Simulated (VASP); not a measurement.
Here is a VASP 6.6.1 calculation.

File INCAR:

```
SYSTEM = W
  ALGO = Normal
  EDIFF = 1E-6
  ENCUT = 520
  GGA_COMPAT = .False.
  ISIF = 2
  ISMEAR = -1
  LASPH = .True.
  LCHARG = .True.
  LMAXMIX = 4
  LORBIT = 11
  LORBMOM = .True.
  LREAL = .False.
  LSORBIT = .True.
  LVHAR = .True.
  LWAVE = .False.
  MAGMOM = 0 0 0
  NBANDS = 25
  NELM = 150
  PREC = Accurate
  SIGMA = 0.05
```

KPOINTS

```
k-points
0
Gamma
  12 12 12
  0 0 0
```

Contents of POSCAR:

```
W
1.0
   -1.6031677168      1.6031677168      1.6031677168
    1.6031677168     -1.6031677168      1.6031677168
    1.6031677168      1.6031677168     -1.6031677168
W
1
Direct
    0.0000000000      0.0000000000      0.0000000000
```

Potentials or basis: VASP PAW LDA potentials, release 64 (W_sv).

Run with:

```bash
$ cat potpaw_LDA.64/W_sv/POTCAR > POTCAR
$ mpirun -np 1 vasp_ncl > vasp.out
```

(1) Estimate the net moment.

(2) Predict the pressure.

## Answers

(1) 0.00 μB per cell.

(2) -16.9 GPa.
